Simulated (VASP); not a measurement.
Input of a VASP 6.6.1 run:

File INCAR:

```
SYSTEM = Ge2Sb2Te5
ALGO     = Normal         ! electronic algorithm
EDIFF    = 1E-6           ! SCF threshold, eV
ENCUT    = 520            ! plane-wave cutoff, eV
GGA      = PE             ! functional
ISIF     = 2              ! what is computed and relaxed
ISMEAR   = 0              ! smearing method
LASPH    = .TRUE.         ! aspherical terms in the spheres
LCHARG   = .FALSE.        ! write CHGCAR
LREAL    = .FALSE.        ! projectors in reciprocal space
LWAVE    = .FALSE.        ! write WAVECAR
NBANDS   = 44             ! bands
NELM     = 80             ! most SCF steps
PREC     = Accurate       ! precision mode
SIGMA    = 0.03           ! smearing width, eV
```

KPOINTS

```
k-points
0
G
  12 12 2
  0 0 0
```

File POSCAR:

```
Ge2Sb2Te5
1.0
    4.4388751383      0.0000000000      0.0000000000
   -2.2194375691      3.8441786340      0.0000000000
    0.0000000000      0.0000000000     16.6915021825
Ge Sb Te
2 2 5
Direct
    0.0000000000      0.0000000000      0.3313200918
    0.0000000000      0.0000000000      0.6686799082
    0.3333333333      0.6666666667      0.1120971408
    0.6666666667      0.3333333333      0.8879028592
    0.0000000000      0.0000000000      0.0000000000
    0.3333333333      0.6666666667      0.7914345914
    0.6666666667      0.3333333333      0.2085654086
    0.3333333333      0.6666666667      0.4096023866
    0.6666666667      0.3333333333      0.5903976134
```

Potentials or basis: VASP PAW PBE potentials, release 64 (Ge_d, Sb, Te).

Command:

```sh
$ cat potpaw_PBE.64/Ge_d/POTCAR potpaw_PBE.64/Sb/POTCAR potpaw_PBE.64/Te/POTCAR > POTCAR
$ mpirun -np 1 vasp_std > vasp.out
```

Q: What does it give for the band gap on the k mesh?

A: Zero (bands 34 and 35 overlap by 0.07 eV).

Q: Predict the largest force.

A: 0.269 eV/Å.

Q: What does it give for the pressure?

A: -0.3 GPa.

Forces in eV/Å, atoms in the order of the input:
```
Ge   0.000  0.000 -0.052
Ge   0.000  0.000  0.052
Sb   0.000  0.000 -0.039
Sb   0.000  0.000  0.039
Te   0.000  0.000  0.000
Te   0.000  0.000 -0.179
Te   0.000  0.000  0.179
Te   0.000  0.000  0.269
Te   0.000  0.000 -0.269
```

Caveat: spin-orbit coupling is left out, which moves the levels of the heavy elements; this functional lacks dispersion, which binds layers or chains, so the pressure and a relaxed spacing across them are unreliable.
